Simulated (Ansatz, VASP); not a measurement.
# Two plane-wave programs on SrCo3

```xyz
4
Lattice="3.9799 0.0000 0.0000 0.0000 3.9799 0.0000 0.0000 0.0000 3.9799" Properties=species:S:1:pos:R:3 pbc="T T T"
Sr    0.0000    0.0000    0.0000
Co    0.0000    1.9900    1.9900
Co    1.9900    1.9900    0.0000
Co    1.9900    0.0000    1.9900
```

Alike in both runs: task single point; functional PBE; k mesh 8 × 8 × 8; occupations gaussian, width 0.05 eV; collinear spin.

|  | VASP | Ansatz |
| --- | --- | --- |
| version | VASP 6.6.1 | Ansatz 0.2.0 |
| potentials or method | VASP PAW PBE potentials, release 64 (Sr_sv, Co), cutoff 520 eV | scalar-relativistic, plane waves, PAW |
| valence electrons in the cell | 37 | 61 |

```csv
,VASP,Ansatz,Ansatz less VASP
gap on the k mesh at the Fermi level (eV),none,none,-
pressure (GPa),2.0,1.6,-0.43
net moment per atom (μB),1.03,1.04,+0.007
size of the moment on the site where the two differ most (μB),1.48,1.51,+0.025
```

Site moments also hang on the region over which each program counts them. A gap of «none» marks a metal or a gap that the smearing closes. VASP's potentials hold 37 valence electrons a cell and Ansatz's 61, so a difference there can come from the potentials and not from the codes.
